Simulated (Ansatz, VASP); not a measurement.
**ZrC: VASP beside Ansatz**

```xyz
2
Lattice="0.0000 2.3543 2.3543 2.3543 0.0000 2.3543 2.3543 2.3543 0.0000" Properties=species:S:1:pos:R:3 pbc="T T T"
Zr    2.3543    2.3543    2.3543
C     0.0000    0.0000    0.0000
```

Alike in both runs: task single point; functional PBE; k mesh 20 × 20 × 20; occupations gaussian, width 0.1 eV; no spin polarisation.

|  | VASP | Ansatz |
| --- | --- | --- |
| version | VASP 6.6.1 | Ansatz 0.2.0 |
| potentials or method | VASP PAW PBE potentials, release 64 (Zr_sv, C), cutoff 520 eV | scalar-relativistic, plane waves, PAW |
| valence electrons in the cell | 16 | 16 |

Ansatz gave:

- gap on the k mesh at the Fermi level (eV): none
- pressure (GPa): 0.0

Which values does VASP return?

gap on the k mesh at the Fermi level (eV): none; pressure (GPa): 0.3.

A gap of «none» marks a metal or a gap that the smearing closes. With one functional, cell and mesh, what is left measures potentials, basis and numerics.
